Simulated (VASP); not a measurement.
# Li16B (a cell with a defect) in VASP: a series of runs

Li16B (a cell with a defect) is run at these levels: PBE; tasks: single point.

All numbers are computed with VASP 6.6.1; they aren't measurements. Logs are shortened: lines on timing, memory, paths and dates and some standing lists are left out, and cuts for length are marked.

### Step 1. The cell of the first run

The cell holds a defect, 17 atoms: a = 6.980 Å, b = 6.980 Å, c = 6.980 Å, α = 90.00°, β = 90.00°, γ = 90.00°.

### Step 2. Single point, PBE

Input file INCAR:

```
SYSTEM = Li16B
  PREC = Accurate
  ENCUT = 520
  EDIFF = 1E-7
  ISMEAR = -1
  SIGMA = 0.15
  LREAL = Auto
  LASPH = .True.
  NELM = 100
  ALGO = Normal
  ISIF = 2
  LWAVE = .False.
  LCHARG = .False.
  GGA = PE
  NBANDS = 40
```

Input file KPOINTS:

```
regular mesh
0
Gamma
  3 3 3
  0 0 0
```

Input file POSCAR:

```
Li16B
1.0
    6.9800000000      0.0000000000      0.0000000000
    0.0000000000      6.9800000000      0.0000000000
    0.0000000000      0.0000000000      6.9800000000
Li B
16 1
Direct
   -0.0003727519      0.0443636115      0.0758682471
    0.4996571360      0.0270572578     -0.0401861133
   -0.0003630710      0.4553060097      0.0758461446
   -0.0003069600     -0.0424002363      0.4859815963
    0.2918176983      0.2498271323      0.2646667271
    0.4996452508      0.4726300997     -0.0401619540
    0.4997383897     -0.0283192902      0.5208702374
    0.7074092681      0.2498404282      0.2645621824
   -0.0002969159      0.5419940214      0.4859224941
    0.2778610508      0.7498705064      0.2297067245
    0.2051628843      0.2498059320      0.6747335660
    0.4997255175      0.5280074054      0.5208556942
    0.7215546850      0.7498568073      0.2296996160
    0.7942277047      0.2498160419      0.6746758077
    0.2224804448      0.7498192871      0.7907296828
    0.7769314515      0.7498080550      0.7907624704
   -0.0004176827      0.2497808308      0.3752630767
```

Potentials or basis: VASP PAW PBE potentials, release 64 (Li_sv, B).

Run with:

```sh
$ cat potpaw_PBE.64/Li_sv/POTCAR potpaw_PBE.64/B/POTCAR > POTCAR
$ mpirun -np 1 vasp_std > vasp.out
```

OUTCAR:

```text
SYSTEM = Li16B
   PREC = Accurate
   ENCUT = 520
   EDIFF = 1E-7
   ISMEAR = -1
   LREAL = Auto
   LASPH = .True.
   NELM = 100
   ISIF = 2
   GGA = PE

 ion  position               nearest neighbor table
   1  1.000  0.044  0.076-
   2  0.500  0.027  0.960-
   3  1.000  0.455  0.076-
   4  1.000  0.958  0.486-  17 2.18
   5  0.292  0.250  0.265-  17 2.18
   6  0.500  0.473  0.960-
   7  0.500  0.972  0.521-
   8  0.707  0.250  0.265-  17 2.18
   9  1.000  0.542  0.486-  17 2.18
  10  0.278  0.750  0.230-
  11  0.205  0.250  0.675-
  12  0.500  0.528  0.521-
  13  0.722  0.750  0.230-
  14  0.794  0.250  0.675-
  15  0.222  0.750  0.791-
  16  0.777  0.750  0.791-
  17  1.000  0.250  0.375-   8 2.18   4 2.18   5 2.18   9 2.18

  LATTYP: Found a simple cubic cell.
 ALAT       =     6.9800000000

  Lattice vectors:

 A1 = (   6.9800000000,   0.0000000000,   0.0000000000)
 A2 = (   0.0000000000,   6.9800000000,   0.0000000000)
 A3 = (   0.0000000000,   0.0000000000,   6.9800000000)

Analysis of symmetry for initial positions (statically):
=====================================================================
 Subroutine PRICEL returns:
 Original cell was already a primitive cell.

 Routine SETGRP: Setting up the symmetry group for a
 simple cubic supercell.

 Subroutine GETGRP returns: Found  1 space group operations
 (whereof  1 operations were pure point group operations)
 out of a pool of 48 trial point group operations.

The static configuration has the point symmetry C_1 .

Analysis of symmetry for dynamics (positions and initial velocities):
=====================================================================
 Subroutine PRICEL returns:
 Original cell was already a primitive cell.

 Routine SETGRP: Setting up the symmetry group for a
 simple cubic supercell.

 Subroutine GETGRP returns: Found  1 space group operations
 (whereof  1 operations were pure point group operations)
 out of a pool of 48 trial point group operations.

The dynamic configuration has the point symmetry C_1 .

 Subroutine INISYM returns: Found  1 space group operations
 (whereof  1 operations are pure point group operations),
 and found     1 'primitive' translations

----------------------------------------------------------------------------------------

                                     Primitive cell

  volume of cell :     340.0684

  direct lattice vectors                    reciprocal lattice vectors
     6.980000000  0.000000000  0.000000000     0.143266476  0.000000000  0.000000000
     0.000000000  6.980000000  0.000000000     0.000000000  0.143266476  0.000000000
     0.000000000  0.000000000  6.980000000     0.000000000  0.000000000  0.143266476

  length of vectors
     6.980000000  6.980000000  6.980000000     0.143266476  0.143266476  0.143266476

  position of ions in fractional coordinates (direct lattice)
     0.999627248  0.044363612  0.075868247
     0.499657136  0.027057258  0.959813887
     0.999636929  0.455306010  0.075846145
     0.999693040  0.957599764  0.485981596
     0.291817698  0.249827132  0.264666727
     0.499645251  0.472630100  0.959838046
[... 9 lines left out ...]
     0.776931451  0.749808055  0.790762470
     0.999582317  0.249780831  0.375263077

  ion indices of the primitive-cell ions
   primitive index   ion index
                 1           1
                 2           2
                 3           3
                 4           4
                 5           5
                 6           6
[... 9 lines left out ...]
                16          16
                17          17

----------------------------------------------------------------------------------------

 KPOINTS: regular mesh

Automatic generation of k-mesh.
 Grid dimensions read from file:
 generate k-points for:    3    3    3

 Generating k-lattice:

  Cartesian coordinates                     Fractional coordinates (reciprocal lattice)
     0.047755492  0.000000000  0.000000000     0.333333333  0.000000000  0.000000000
     0.000000000  0.047755492  0.000000000     0.000000000  0.333333333  0.000000000
     0.000000000  0.000000000  0.047755492     0.000000000  0.000000000  0.333333333

  Length of vectors
     0.047755492  0.047755492  0.047755492

  Shift w.r.t. Gamma in fractional coordinates (k-lattice)
     0.000000000  0.000000000  0.000000000

 Subroutine IBZKPT returns following result:
 ===========================================

 Found     14 irreducible k-points:

 Following reciprocal coordinates:
            Coordinates               Weight
  0.000000  0.000000  0.000000      1.000000
  0.333333  0.000000  0.000000      2.000000
  0.000000  0.333333  0.000000      2.000000
  0.000000  0.000000  0.333333      2.000000
  0.333333  0.333333  0.000000      2.000000
  0.000000  0.333333  0.333333      2.000000
  0.333333  0.000000  0.333333      2.000000
 -0.333333  0.333333  0.000000      2.000000
 -0.333333  0.000000  0.333333      2.000000
  0.000000 -0.333333  0.333333      2.000000
  0.333333  0.333333  0.333333      2.000000
 -0.333333  0.333333  0.333333      2.000000
 -0.333333 -0.333333  0.333333      2.000000
  0.333333 -0.333333  0.333333      2.000000
   k-points           NKPTS =     14   k-points in BZ     NKDIM =     14   number of bands    NBANDS=     40
   number of dos      NEDOS =    301   number of ions     NIONS =     17
   total plane-waves  NPLWV = 157464
   dimension x,y,z NGX =    54 NGY =   54 NGZ =   54
   dimension x,y,z NGXF=   108 NGYF=  108 NGZF=  108
   ions per type =              16   1
   NGX,Y,Z   is equivalent  to a cutoff of  12.86, 12.86, 12.86 a.u.
   NGXF,Y,Z  is equivalent  to a cutoff of  25.72, 25.72, 25.72 a.u.
 SYSTEM =  Li16B
   PREC   = accura    normal or accurate (medium, high low for compatibility)
   ISTART =      0    job   : 0-new  1-cont  2-samecut
   ICHARG =      2    charge: 1-file 2-atom 10-const
   ISPIN  =      1    spin polarized calculation?
   LNONCOLLINEAR =      F non collinear calculations
   LSORBIT =      F    spin-orbit coupling
   LASPH  =      T    aspherical Exc in radial PAW
   ENCUT  =  520.0 eV  38.22 Ry    6.18 a.u.  12.98 12.98 12.98*2*pi/ulx,y,z
   NELM   =    100;   NELMIN=  2; NELMDL= -5     # of ELM steps
   EDIFF  = 0.1E-06   stopping-criterion for ELM
   LREAL  =      T    real-space projection
   EDIFFG = 0.1E-05   stopping-criterion for IOM
   NSW    =      0    number of steps for IOM
   IBRION =     -1    ionic relax: 0-MD 1-quasi-New 2-CG
   NFREE  =      0    steps in history (QN), initial steepest desc. (CG)
   ISIF   =      2    stress and relaxation
   ISYM   =      2    0-nonsym 1-usesym 2-fastsym
   POTIM  = 0.5000    time-step for ionic-motion
   TEBEG  =    0.0;   TEEND  =   0.0 temperature during run
   PSTRESS=    0.0 pullay stress
   NELECT =      51.0000    total number of electrons
   NUPDOWN=      -1.0000    fix difference up-down
   EMIN   =  10.00;   EMAX   =-10.00  energy-range for DOS
   EFERMI =   0.00;   METHOD = LEGACY
   ISMEAR =    -1;   SIGMA  =   0.15  broadening in eV -4-tet -1-fermi 0-gaus
   EFERMI_NEDOS =   21; number of points for ismear=-14 and -15
   IALGO  =     38    algorithm
   IMIX   =      4    mixing-type and parameters
     AMIX     =   0.40;   BMIX     =  1.00
     AMIX_MAG =   1.60;   BMIX_MAG =  1.00
  volume/ion in A,a.u.               =      20.00       134.99
  Fermi-wavevector in a.u.,A,eV,Ry     =   0.869780  1.643646 10.293044  0.756517
  Thomas-Fermi vector in A             =   1.988651
   LORBIT       =      0    0 simple, 1 ext, 2 COOP (PROOUT), +10 PAW based schemes
   GGA     = PE    functional components
   LHFCALC =     F    Hartree Fock is set to
   AEXX    =    0.0000 exact exchange contribution
   IVDW    =     0    specifies the selected vdW correction
   LEPSILON=     F    determine dielectric tensor
   LRPA    =     F    only Hartree local field effects (RPA)
 non-spin polarized calculation
  energy-cutoff  :      520.00
  volume of cell :      340.07
 maximum number of plane-waves:      9180
 NGX is ok and might be reduce to    54
   NGX = 25   NGY = 25   NGZ = 25

 number of electron      50.9999978 magnetization

 Free energy of the ion-electron system (eV)
  ---------------------------------------------------
  ext. energy  EPLUGINS =         0.00000000
  ---------------------------------------------------
  free energy    TOTEN  =       -35.62751637 eV

  energy without entropy =      -34.98451361  energy(sigma->0) =      -35.30601499

 E-fermi :   0.5112     XC(G=0):  -7.0689

 val. band max:        0.4858349166   @ k =   0.0000   0.3333   0.3333
 cond. band min:       0.5603974122   @ k =   0.0000   0.0000   0.3333
 fundamental gap:      0.0745624955
 Fermi energy:         0.5111515198

 k-point     1 :       0.0000    0.0000    0.0000
  band No.  band energies     occupation
      1     -46.1455      2.00000
      2     -46.1388      2.00000
      3     -46.1388      2.00000
      4     -46.1377      2.00000
      5     -46.0637      2.00000
      6     -46.0573      2.00000
[... 29 lines left out ...]
     36       3.7230      0.00000
     37       3.8811      0.00000

 k-point     2 :       0.3333    0.0000    0.0000
  band No.  band energies     occupation
      1     -46.1455      2.00000
      2     -46.1389      2.00000
      3     -46.1388      2.00000
      4     -46.1376      2.00000
      5     -46.0631      2.00000
      6     -46.0592      2.00000
[... 29 lines left out ...]
     36       3.7779      0.00000
     37       3.7796      0.00000
[... 438 lines left out ...]
     36       3.4087      0.00000
     37       4.1288      0.00000

 k-point    14 :       0.3333   -0.3333    0.3333
  band No.  band energies     occupation
      1     -46.1453      2.00000
      2     -46.1390      2.00000
      3     -46.1390      2.00000
      4     -46.1377      2.00000
      5     -46.0623      2.00000
      6     -46.0594      2.00000
[... 29 lines left out ...]
     36       3.4089      0.00000
     37       4.1285      0.00000
 [bands above 37 left out]

------------------------ aborting loop because EDIFF is reached ----------------------------------------

  FORCE on cell =-STRESS in cart. coord.  units (eV):
  Direction    XX          YY          ZZ          XY          YZ          ZX
  --------------------------------------------------------------------------------------
  -------------------------------------------------------------------------------------
  Total       -0.7003494     -0.6985802     -2.6596263     -0.0006222      0.0004708     -0.0009741
  in kB       -3.2995832     -3.2912477    -12.5304001     -0.0029312      0.0022181     -0.0045892
  external PRESSURE =      -6.3737437 kB  Pullay stress =       0.0000000 kB

 VOLUME and BASIS-vectors are now :
 -----------------------------------------------------------------------------
  energy-cutoff  :      520.00
  volume of cell :      340.07
      direct lattice vectors                 reciprocal lattice vectors
     6.980000000  0.000000000  0.000000000     0.143266476  0.000000000  0.000000000
     0.000000000  6.980000000  0.000000000     0.000000000  0.143266476  0.000000000
     0.000000000  0.000000000  6.980000000     0.000000000  0.000000000  0.143266476

 POSITION                                       TOTAL-FORCE (eV/Angst)
 -----------------------------------------------------------------------------------
      6.97740      0.30966      0.52956         0.000411      0.001205      0.000258
      3.48761      0.18886      6.69950        -0.000338     -0.000343     -0.000202
      6.97747      3.17804      0.52941         0.000390     -0.001272      0.000350
      6.97786      6.68405      3.39215        -0.001031     -0.000412     -0.000096
      2.03689      1.74379      1.84737         0.005107     -0.000339     -0.004221
      3.48752      3.29896      6.69967        -0.000689      0.000273     -0.001418
[... 9 lines left out ...]
      5.42298      5.23366      5.51952        -0.001733      0.000719      0.000544
      6.97708      1.74347      2.61934         0.000291     -0.000025      0.000717
 -----------------------------------------------------------------------------------
    total drift:                               -0.000536     -0.000773     -0.003118

  FREE ENERGIE OF THE ION-ELECTRON SYSTEM (eV)
  ---------------------------------------------------
  free  energy   TOTEN  =       -35.6275163721 eV

  energy  without entropy=      -34.9845136063  energy(sigma->0) =      -35.30601499
```

Run time: 3.8 min. Hardware: 1 thread of Intel Xeon 6975P-C (Granite Rapids), shared host; peak memory 0.41 GiB.

Results:

```yaml
Free_energy: -35.6275 eV
Largest_force: 0.008 eV/Å
Band_gap_on_the_k_mesh: zero (an odd number of electrons rules out a gap without spin polarisation)
```

Forces in eV/Å, atoms in the order of the input:
```
Li   0.000  0.001  0.000
Li   0.000  0.000  0.000
Li   0.000 -0.001  0.000
Li  -0.001  0.000  0.000
Li   0.005  0.000 -0.004
Li  -0.001  0.000 -0.001
Li   0.000  0.000  0.002
Li  -0.004 -0.001 -0.003
Li   0.000  0.001  0.002
Li  -0.002  0.000  0.000
Li  -0.005  0.000  0.001
Li   0.000 -0.001  0.002
Li   0.003  0.001 -0.001
Li   0.007  0.001  0.001
Li  -0.001 -0.001  0.001
Li  -0.002  0.001  0.001
B    0.000  0.000  0.001
```

Caveat: the cutoff is under 1.25 times the usual one of these potentials, so pressure, stress and relaxed cells hold a basis-set (Pulay) error.

### Step 3. Single point, PBE

Input file INCAR:

```
SYSTEM = Li16B
PREC = Accurate
ENCUT = 520
EDIFF = 1E-7
ISMEAR = -1
SIGMA = 0.15
LREAL = Auto
LASPH = .TRUE.
NELM = 60
ALGO = Normal
ISIF = 2
LWAVE = .FALSE.
LCHARG = .FALSE.
GGA = PE
NBANDS = 40
```

Input file KPOINTS:

```
Automatic mesh
0
G
  3 3 3
  0 0 0
```

Input file POSCAR:

```
Li16B
1.0
    6.9800000000      0.0000000000      0.0000000000
    0.0000000000      6.9800000000      0.0000000000
    0.0000000000      0.0000000000      6.9800000000
Li B
16 1
Direct
    0.0001498706      0.0757320948      0.0444974163
    0.5001348652     -0.0402165517      0.0270824344
    0.0001262996      0.4858374641     -0.0423382912
    0.0001485126      0.0757128896      0.4552834625
    0.2923756724      0.2646492874      0.2498853755
    0.5000967857      0.5208716659     -0.0282268237
    0.5001371659     -0.0401924463      0.4727257524
    0.7079307649      0.2646852808      0.2498830450
    0.0001244760      0.4858046502      0.5420818425
    0.2055432579      0.6747373915      0.2498760842
    0.2782243066      0.2296293880      0.7499165280
    0.5000988637      0.5208522673      0.5280254583
    0.7947111562      0.6747730420      0.2498739339
    0.7220016596      0.2296422787      0.7499191560
    0.2229054627      0.7907091641      0.7498785309
    0.7773127758      0.7906847890      0.7498803703
    0.0001652946      0.3752132546      0.2498620547
```

Potentials or basis: VASP PAW PBE potentials, release 64 (Li_sv, B).

Run with:

```sh
$ cat potpaw_PBE.64/Li_sv/POTCAR potpaw_PBE.64/B/POTCAR > POTCAR
$ mpirun -np 1 vasp_std > vasp.out
```

Run time: 4 min. Hardware: 1 thread of Intel Xeon 6975P-C (Granite Rapids), shared host; peak memory 0.4 GiB.

It converged, with:

```
Free energy            : -35.6275 eV
Largest force          : 0.007 eV/Å
Band gap on the k mesh : zero (an odd number of electrons rules out a gap without spin polarisation)
```

Forces on the atoms (eV/Å):
```
Li   0.000  0.001  0.001
Li   0.001  0.000  0.000
Li   0.000  0.002  0.000
Li   0.000  0.001 -0.001
Li   0.003 -0.004  0.000
Li   0.001  0.002  0.000
Li   0.000 -0.001  0.000
Li  -0.004 -0.004  0.000
Li   0.000  0.003  0.001
Li  -0.007  0.000  0.000
Li  -0.002  0.000  0.001
Li   0.000  0.001  0.000
Li   0.005  0.000  0.000
Li   0.001 -0.001  0.000
Li   0.001  0.000  0.000
Li   0.000  0.000  0.000
B    0.000  0.001  0.000
```

Levels at points of the mesh, in eV from the Fermi level:
| k point | band 23 | band 24 | band 25 | band 26 | band 27 | band 28 | band 29 | band 30 |
| --- | --- | --- | --- | --- | --- | --- | --- | --- |
| (0.00, 0.00, 0.00) | -1.00 | -0.28 | -0.22 | 0.20 | 0.20 | 0.41 | 0.52 | 1.14 |

Caveat: the cutoff is under 1.25 times the usual one of these potentials, so pressure, stress and relaxed cells hold a basis-set (Pulay) error.

[end of part 1 of 2]

The gap in the log of VASP goes by the Fermi energy; the results here count the filled bands.